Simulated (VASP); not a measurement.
A run of VASP 6.6.1:

The input INCAR:

```
SYSTEM = Al7C6N7
PREC = Accurate ; ENCUT = 520
EDIFF = 1E-6 ; ISMEAR = -1
SIGMA = 0.05 ; LREAL = Auto
LASPH = .True. ; NELM = 80
ALGO = Normal ; ISIF = 2
LWAVE = .False. ; LCHARG = .False.
GGA = PE ; ISYM = 0
NBANDS = 56
```

The input KPOINTS:

```
Automatic mesh
0
Gamma
  1 1 1
  0.25 0.25 0.25
```

Contents of POSCAR:

```
Al7C6N7
1.0
    5.8984000000      0.2046430000     -0.2479320000
    0.2046430000      6.1394710000      0.1573230000
   -0.2479320000      0.1573230000      6.0818960000
C Al N
6 7 7
Direct
    0.9377160571      0.1983595757      0.1560681560
    1.0510198870      0.5022846184      0.6793303502
    0.4960098501      0.0029713948      0.9523481239
    0.4749843446      0.2757552983      0.6107442758
    1.0129561600      0.9663132107      0.1986465986
    0.9293985032     -0.0060117058      0.6568893005
    0.3353541787      0.0247919397      0.2331872643
    0.4269405862      0.7716032373      0.7318440331
    0.6940727659      0.2529026683      0.9068557638
    0.7945097662      0.2223474508      0.4353744338
    0.6158848634      0.7302107508      0.1567841048
    0.1849605149      0.5833033506      0.2878734851
    0.2662112760      0.3552082713      0.8778998956
    0.9290169414      0.7778489020      0.2052936297
    0.1005663913      0.8934566322      0.7238656085
    0.4270787615      0.7239066263      0.4102043720
    0.1517950999      0.3193160569      0.1543609267
    0.4969273639      0.1723215644      0.4363001356
    0.8939255447      0.4864668750      0.5429411026
    0.5126148188      0.5347447174      0.9549352659
```

Potentials or basis: VASP PAW PBE potentials, release 64 (C, Al, N).

The run is started by

```bash
$ cat potpaw_PBE.64/C/POTCAR potpaw_PBE.64/Al/POTCAR potpaw_PBE.64/N/POTCAR > POTCAR
$ mpirun -np 1 vasp_std > vasp.out
```

Hardware: 1 thread of Intel(R) Xeon(R) Platinum 8375C CPU @ 2.90GHz (Ice Lake) (shared host).

**Question.** How long does it take, and how much memory?

**Answer.** It took 31 s on 1 thread of Intel(R) Xeon(R) Platinum 8375C CPU @ 2.90GHz (Ice Lake) (shared host), peak memory 0.32 GiB. Counts: scf iterations 17, k points 1.
